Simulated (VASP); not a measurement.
Input of a VASP 6.6.1 run:

The input INCAR:

```
  ALGO = Normal
  EDIFF = 1E-7
  EDIFFG = -0.002
  ENCUT = 500
  GGA = PS
  GGA_COMPAT = F
  IBRION = 2
  ISIF = 3
  ISMEAR = -1
  LASPH = T
  LCHARG = F
  LREAL = F
  LWAVE = F
  NELM = 120
  NELMIN = 4
  NSW = 100
  PREC = Accurate
  PSTRESS = 70.0
  SIGMA = 0.1
```

Contents of KPOINTS:

```
k-points
0
Gamma
  18 18 8
```

POSCAR

```
Cd
1.0
    2.9565523182      0.0000000000      0.0000000000
   -1.4782761591      2.5604494152      0.0000000000
    0.0000000000      0.0000000000      5.5486789832
Cd
2
Direct
    0.3333333333      0.6666666667      0.2500000000
    0.6666666667      0.3333333333      0.7500000000
```

Potentials or basis: VASP PAW PBE potentials, release 64 (Cd).

The run is started by

```bash
$ cat potpaw_PBE.64/Cd/POTCAR > POTCAR
$ mpirun -np 1 vasp_std > vasp.out
```

Problem. Predict the relaxed volume.

Solution. 19.16 Å³/atom.

Problem. What does it give for the relaxed cell?

Solution. a = 2.916 Å, b = 2.916 Å, c = 5.202 Å, α = 90.00°, β = 90.00°, γ = 120.00°.

Problem. Estimate the band gap on the k mesh.

Solution. Zero (bands 12 and 13 overlap by 3.70 eV).

Problem. Predict the space group after relaxing (to 0.1 Å).

Solution. P6_3/mmc (No. 194).

Step by step:
```csv
step,energy change (eV),largest force (eV/Å),pressure (GPa),volume (Å³)
1,0.0000,0.0000,0.39,42.00
2,0.1713,0.0000,12.06,36.95
3,0.0705,0.0000,7.00,38.67
4,0.0707,0.0000,7.01,38.54
5,0.0753,0.0000,7.16,38.32
6,0.0790,0.0000,7.26,38.22
7,0.0795,0.0000,7.29,38.21
8,0.0685,0.0000,6.59,38.47
9,0.0752,0.0000,7.00,38.31
```

Caveat: the cell is relaxed towards a set pressure, so the run minimises the enthalpy, not the energy; the PAW data sets were made with another functional, which shifts forces and pressure a little.
